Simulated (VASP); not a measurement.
# Zr2Ru3 (Pm-3m) in VASP: single point with PBE

Aim: the single point of Zr2Ru3 with PBE.

All numbers are computed with VASP 6.6.1; they aren't measurements. Logs are shortened: lines on timing, memory, paths and dates and some standing lists are left out, and cuts for length are marked.

### 1 The cell of the first run

It takes space group Pm-3m (No. 221, cubic). The conventional cell has a = 4.202 Å, b = 4.202 Å, c = 4.202 Å, α = 90.00°, β = 90.00°, γ = 90.00°. Within 3.9 Å of Zr (site symmetry m-3m) lie 12 Ru at 2.97 Å and 8 Zr at 3.64 Å. Zr (site symmetry m-3m) has 6 Ru at 2.10 Å within 2.8 Å. Ru (site symmetry 4/mmm) has 2 Zr at 2.10 Å within 2.8 Å.

### 2 Single point, PBE

The input, INCAR:

```
PREC = Accurate ; ENCUT = 520
EDIFF = 1E-6 ; ISMEAR = 0
SIGMA = 0.1 ; LREAL = False
LASPH = True ; NELM = 60
ALGO = Normal ; ISIF = 2
LWAVE = False ; LCHARG = False
GGA = PE ; NBANDS = 41
```

The input, KPOINTS:

```
regular mesh
0
Gamma
  4 4 4
```

The input, POSCAR:

```
Zr2Ru3
1.0
    4.2022313200      0.0000000000      0.0000000000
    0.0000000000      4.2022313200      0.0000000000
    0.0000000000      0.0000000000      4.2022313200
Zr Ru
2 3
Direct
    0.5000000000      0.5000000000      0.5000000000
    0.0000000000      0.0000000000      0.0000000000
    0.5000000000      0.0000000000      0.0000000000
    0.0000000000      0.5000000000      0.0000000000
    0.0000000000      0.0000000000      0.5000000000
```

Potentials or basis: VASP PAW PBE potentials, release 64 (Zr_sv, Ru_pv).

Launch:

```console
$ cat potpaw_PBE.64/Zr_sv/POTCAR potpaw_PBE.64/Ru_pv/POTCAR > POTCAR
$ mpirun -np 1 vasp_std > vasp.out
```

OUTCAR:

```text
PREC = Accurate
   ENCUT = 520
   EDIFF = 1E-6
   ISMEAR = 0
   LREAL = False
   LASPH = True
   NELM = 60
   ISIF = 2
   GGA = PE

 ion  position               nearest neighbor table
   1  0.500  0.500  0.500-   3 2.97   4 2.97   5 2.97   3 2.97   4 2.97   3 2.97   5 2.97   3 2.97
                             4 2.97   5 2.97   4 2.97   5 2.97   2 3.64   2 3.64   2 3.64   2 3.64
   2  0.000  0.000  0.000-   3 2.10   4 2.10   5 2.10   5 2.10   4 2.10   3 2.10   1 3.64   1 3.64
                             1 3.64   1 3.64   1 3.64   1 3.64   1 3.64   1 3.64
   3  0.500  0.000  0.000-   2 2.10   2 2.10   4 2.97   5 2.97   1 2.97   5 2.97   1 2.97   4 2.97
                             1 2.97   1 2.97   4 2.97   5 2.97   5 2.97   4 2.97
   4  0.000  0.500  0.000-   2 2.10   2 2.10   3 2.97   5 2.97   1 2.97   5 2.97   1 2.97   3 2.97
                             5 2.97   5 2.97   1 2.97   3 2.97   1 2.97   3 2.97
   5  0.000  0.000  0.500-   2 2.10   2 2.10   3 2.97   4 2.97   1 2.97   3 2.97   4 2.97   1 2.97
                             4 2.97   4 2.97   1 2.97   3 2.97   3 2.97   1 2.97

  LATTYP: Found a simple cubic cell.
 ALAT       =     4.2022313200

  Lattice vectors:

 A1 = (   4.2022313200,   0.0000000000,   0.0000000000)
 A2 = (   0.0000000000,   4.2022313200,   0.0000000000)
 A3 = (   0.0000000000,   0.0000000000,   4.2022313200)

Analysis of symmetry for initial positions (statically):
=====================================================================
 Subroutine PRICEL returns:
 Original cell was already a primitive cell.

 Routine SETGRP: Setting up the symmetry group for a
 simple cubic supercell.

 Subroutine GETGRP returns: Found 48 space group operations
 (whereof 48 operations were pure point group operations)
 out of a pool of 48 trial point group operations.

The static configuration has the point symmetry O_h .

Analysis of symmetry for dynamics (positions and initial velocities):
=====================================================================
 Subroutine PRICEL returns:
 Original cell was already a primitive cell.

 Routine SETGRP: Setting up the symmetry group for a
 simple cubic supercell.

 Subroutine GETGRP returns: Found 48 space group operations
 (whereof 48 operations were pure point group operations)
 out of a pool of 48 trial point group operations.

The dynamic configuration has the point symmetry O_h .

 Subroutine INISYM returns: Found 48 space group operations
 (whereof 48 operations are pure point group operations),
 and found     1 'primitive' translations

----------------------------------------------------------------------------------------

                                     Primitive cell

  volume of cell :      74.2061

  direct lattice vectors                    reciprocal lattice vectors
     4.202231320  0.000000000  0.000000000     0.237968813  0.000000000  0.000000000
     0.000000000  4.202231320  0.000000000     0.000000000  0.237968813  0.000000000
     0.000000000  0.000000000  4.202231320     0.000000000  0.000000000  0.237968813

  length of vectors
     4.202231320  4.202231320  4.202231320     0.237968813  0.237968813  0.237968813

  position of ions in fractional coordinates (direct lattice)
     0.500000000  0.500000000  0.500000000
     0.000000000  0.000000000  0.000000000
     0.500000000  0.000000000  0.000000000
     0.000000000  0.500000000  0.000000000
     0.000000000  0.000000000  0.500000000

  ion indices of the primitive-cell ions
   primitive index   ion index
                 1           1
                 2           2
                 3           3
                 4           4
                 5           5

----------------------------------------------------------------------------------------

 KPOINTS: regular mesh

Automatic generation of k-mesh.
 Grid dimensions read from file:
 generate k-points for:    4    4    4

 Generating k-lattice:

  Cartesian coordinates                     Fractional coordinates (reciprocal lattice)
     0.059492203  0.000000000  0.000000000     0.250000000  0.000000000  0.000000000
     0.000000000  0.059492203  0.000000000     0.000000000  0.250000000  0.000000000
     0.000000000  0.000000000  0.059492203     0.000000000  0.000000000  0.250000000

  Length of vectors
     0.059492203  0.059492203  0.059492203

  Shift w.r.t. Gamma in fractional coordinates (k-lattice)
     0.000000000  0.000000000  0.000000000

 Subroutine IBZKPT returns following result:
 ===========================================

 Found     10 irreducible k-points:

 Following reciprocal coordinates:
            Coordinates               Weight
  0.000000  0.000000  0.000000      1.000000
  0.250000  0.000000  0.000000      6.000000
  0.500000  0.000000  0.000000      3.000000
  0.250000  0.250000  0.000000     12.000000
  0.500000  0.250000  0.000000     12.000000
  0.500000  0.500000  0.000000      3.000000
  0.250000  0.250000  0.250000      8.000000
  0.500000  0.250000  0.250000     12.000000
  0.500000  0.500000  0.250000      6.000000
  0.500000  0.500000  0.500000      1.000000
   k-points           NKPTS =     10   k-points in BZ     NKDIM =     10   number of bands    NBANDS=     41
   number of dos      NEDOS =    301   number of ions     NIONS =      5
   total plane-waves  NPLWV =  32768
   dimension x,y,z NGX =    32 NGY =   32 NGZ =   32
   dimension x,y,z NGXF=    64 NGYF=   64 NGZF=   64
   ions per type =               2   3
   NGX,Y,Z   is equivalent  to a cutoff of  12.66, 12.66, 12.66 a.u.
   NGXF,Y,Z  is equivalent  to a cutoff of  25.32, 25.32, 25.32 a.u.
 SYSTEM =  unknown system
   PREC   = accura    normal or accurate (medium, high low for compatibility)
   ISTART =      0    job   : 0-new  1-cont  2-samecut
   ICHARG =      2    charge: 1-file 2-atom 10-const
   ISPIN  =      1    spin polarized calculation?
   LNONCOLLINEAR =      F non collinear calculations
   LSORBIT =      F    spin-orbit coupling
   LASPH  =      T    aspherical Exc in radial PAW
   ENCUT  =  520.0 eV  38.22 Ry    6.18 a.u.   7.81  7.81  7.81*2*pi/ulx,y,z
   NELM   =     60;   NELMIN=  2; NELMDL= -5     # of ELM steps
   EDIFF  = 0.1E-05   stopping-criterion for ELM
   LREAL  =      F    real-space projection
   EDIFFG = 0.1E-04   stopping-criterion for IOM
   NSW    =      0    number of steps for IOM
   IBRION =     -1    ionic relax: 0-MD 1-quasi-New 2-CG
   NFREE  =      0    steps in history (QN), initial steepest desc. (CG)
   ISIF   =      2    stress and relaxation
   ISYM   =      2    0-nonsym 1-usesym 2-fastsym
   POTIM  = 0.5000    time-step for ionic-motion
   TEBEG  =    0.0;   TEEND  =   0.0 temperature during run
   PSTRESS=    0.0 pullay stress
   NELECT =      66.0000    total number of electrons
   NUPDOWN=      -1.0000    fix difference up-down
   EMIN   =  10.00;   EMAX   =-10.00  energy-range for DOS
   EFERMI =   0.00;   METHOD = LEGACY
   ISMEAR =     0;   SIGMA  =   0.10  broadening in eV -4-tet -1-fermi 0-gaus
   EFERMI_NEDOS =   21; number of points for ismear=-14 and -15
   IALGO  =     38    algorithm
   IMIX   =      4    mixing-type and parameters
     AMIX     =   0.40;   BMIX     =  1.00
     AMIX_MAG =   1.60;   BMIX_MAG =  1.00
  volume/ion in A,a.u.               =      14.84       100.15
  Fermi-wavevector in a.u.,A,eV,Ry     =   1.574380  2.975147 33.724378  2.478672
  Thomas-Fermi vector in A             =   2.675523
   LORBIT       =      0    0 simple, 1 ext, 2 COOP (PROOUT), +10 PAW based schemes
   GGA     = PE    functional components
   LHFCALC =     F    Hartree Fock is set to
   AEXX    =    0.0000 exact exchange contribution
   IVDW    =     0    specifies the selected vdW correction
   LEPSILON=     F    determine dielectric tensor
   LRPA    =     F    only Hartree local field effects (RPA)
 non-spin polarized calculation
 Gauss-broadening in eV      SIGMA  =   0.10
  energy-cutoff  :      520.00
  volume of cell :       74.21
 maximum number of plane-waves:      2012
 NGX is ok and might be reduce to    32
   NGX = 15   NGY = 15   NGZ = 15

 number of electron      65.9999966 magnetization

 Free energy of the ion-electron system (eV)
  ---------------------------------------------------
  ext. energy  EPLUGINS =         0.00000000
  ---------------------------------------------------
  free energy    TOTEN  =       -34.08676862 eV

  energy without entropy =      -34.07308277  energy(sigma->0) =      -34.07992570

 E-fermi :  12.8444     XC(G=0): -13.2240

 val. band max:       12.7784446011   @ k =   0.5000   0.5000   0.0000
 cond. band min:      12.9369125160   @ k =   0.0000   0.0000   0.0000
 fundamental gap:      0.1584679149
 Fermi energy:        12.8443548150

 k-point     1 :       0.0000    0.0000    0.0000
  band No.  band energies     occupation
      1     -36.4042      2.00000
      2     -35.6384      2.00000
      3     -31.0384      2.00000
      4     -31.0384      2.00000
      5     -31.0384      2.00000
      6     -29.5652      2.00000
[... 33 lines left out ...]
     40      16.7940      0.00000
     41      16.7940      0.00000

 k-point     2 :       0.2500    0.0000    0.0000
  band No.  band energies     occupation
      1     -36.4047      2.00000
      2     -35.8686      2.00000
      3     -31.0310      2.00000
      4     -31.0310      2.00000
      5     -30.5714      2.00000
      6     -29.5739      2.00000
[... 33 lines left out ...]
     40      18.0239      0.00000
     41      18.4113      0.00000

 k-point     3 :       0.5000    0.0000    0.0000
  band No.  band energies     occupation
      1     -36.4050      2.00000
      2     -36.0692      2.00000
      3     -31.0236      2.00000
      4     -31.0236      2.00000
      5     -30.1026      2.00000
      6     -29.6000      2.00000
[... 259 lines left out ...]
      2     -36.4023      2.00000
      3     -30.7842      2.00000
      4     -30.6209      2.00000
      5     -29.6955      2.00000
      6     -29.6612      2.00000
[... 33 lines left out ...]
     40      15.5697      0.00000
     41      16.2249      0.00000

 k-point    10 :       0.5000    0.5000    0.5000
  band No.  band energies     occupation
      1     -36.7621      2.00000
      2     -36.4007      2.00000
      3     -30.6208      2.00000
      4     -30.6208      2.00000
      5     -29.6991      2.00000
      6     -29.6991      2.00000
[... 33 lines left out ...]
     40      15.9353      0.00000
     41      15.9353      0.00000

------------------------ aborting loop because EDIFF is reached ----------------------------------------

  FORCE on cell =-STRESS in cart. coord.  units (eV):
  Direction    XX          YY          ZZ          XY          YZ          ZX
  --------------------------------------------------------------------------------------
  -------------------------------------------------------------------------------------
  Total       39.2026110     39.2026110     39.2026110      0.0000000     -0.0000000      0.0000000
  in kB      846.4195958    846.4195958    846.4195958      0.0000000     -0.0000000      0.0000000
  external PRESSURE =     846.4195958 kB  Pullay stress =       0.0000000 kB

 VOLUME and BASIS-vectors are now :
 -----------------------------------------------------------------------------
  energy-cutoff  :      520.00
  volume of cell :       74.21
      direct lattice vectors                 reciprocal lattice vectors
     4.202231320  0.000000000  0.000000000     0.237968813  0.000000000  0.000000000
     0.000000000  4.202231320  0.000000000     0.000000000  0.237968813  0.000000000
     0.000000000  0.000000000  4.202231320     0.000000000  0.000000000  0.237968813

 POSITION                                       TOTAL-FORCE (eV/Angst)
 -----------------------------------------------------------------------------------
      2.10112      2.10112      2.10112         0.000000      0.000000      0.000000
      0.00000      0.00000      0.00000         0.000000      0.000000      0.000000
      2.10112      0.00000      0.00000         0.000000      0.000000      0.000000
      0.00000      2.10112      0.00000         0.000000      0.000000      0.000000
      0.00000      0.00000      2.10112         0.000000      0.000000      0.000000
 -----------------------------------------------------------------------------------
    total drift:                                0.000000      0.000000     -0.000000

  FREE ENERGIE OF THE ION-ELECTRON SYSTEM (eV)
  ---------------------------------------------------
  free  energy   TOTEN  =       -34.0867686230 eV

  energy  without entropy=      -34.0730827748  energy(sigma->0) =      -34.07992570
```

Wall time 28 s (1 thread of AMD EPYC 7R13 (Zen 3), shared host); peak memory 0.15 GiB.

Results:

* Free energy: -34.0868 eV
* Pressure: 84.6 GPa
* Band gap on the k mesh: zero (band 33 reaches 13.60 eV, above the bottom of band 34 at 12.63 eV)

Levels at points of the mesh, in eV from the Fermi level:
```tsv
k point	band 30	band 31	band 32	band 33	band 34	band 35	band 36	band 37
(0.00, 0.00, 0.00)	0.09	0.09	0.09	0.75	2.23	2.23	2.80	2.80
(0.50, 0.00, 0.00)	-1.39	-1.39	-0.81	0.10	0.64	0.64	0.82	1.95
(0.50, 0.50, 0.00)	-1.73	-1.53	-0.64	-0.07	-0.07	1.24	1.24	1.96
(0.50, 0.50, 0.50)	-0.45	-0.45	-0.45	0.20	0.20	0.20	2.05	2.05
```

Caveat: the k points lie up to 0.37 Å⁻¹ apart.
